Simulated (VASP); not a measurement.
A run of VASP 6.6.1:

INCAR

```
SYSTEM = Cl
  PREC = Accurate
  ENCUT = 520
  EDIFF = 1E-6
  ISMEAR = -1
  SIGMA = 0.05
  LREAL = .False.
  LASPH = .True.
  NELM = 60
  ALGO = Normal
  ISIF = 2
  LWAVE = .False.
  LCHARG = .True.
  GGA = CA
  LELF = .True.
  LVHAR = .True.
  NBANDS = 22
```

File KPOINTS:

```
Automatic mesh
0
Gamma
  7 7 4
  0 0 0
```

The input POSCAR:

```
Cl
1.0
    3.1658284216     -2.2649010965      0.0000000000
    3.1658284216      2.2649010965      0.0000000000
    0.0000000000      0.0000000000      8.2643724455
Cl
4
Direct
    0.3700000000      0.6300000000      0.4000000000
    0.1300000000      0.8700000000      0.9000000000
    0.6300000000      0.3700000000      0.6000000000
    0.8700000000      0.1300000000      0.1000000000
```

Potentials or basis: VASP PAW LDA potentials, release 64 (Cl).

Launch:

```console
$ cat potpaw_LDA.64/Cl/POTCAR > POTCAR
$ mpirun -np 1 vasp_std > vasp.out
```

Hardware: 1 thread of Intel Xeon 8259CL, on a shared host.

Problem. How long does it take, and how much memory?

Solution. It took 2.6 min on 1 thread of Intel Xeon 8259CL, with other jobs on the host, peak memory 0.23 GiB. Counts: scf iterations 12, k points 48.
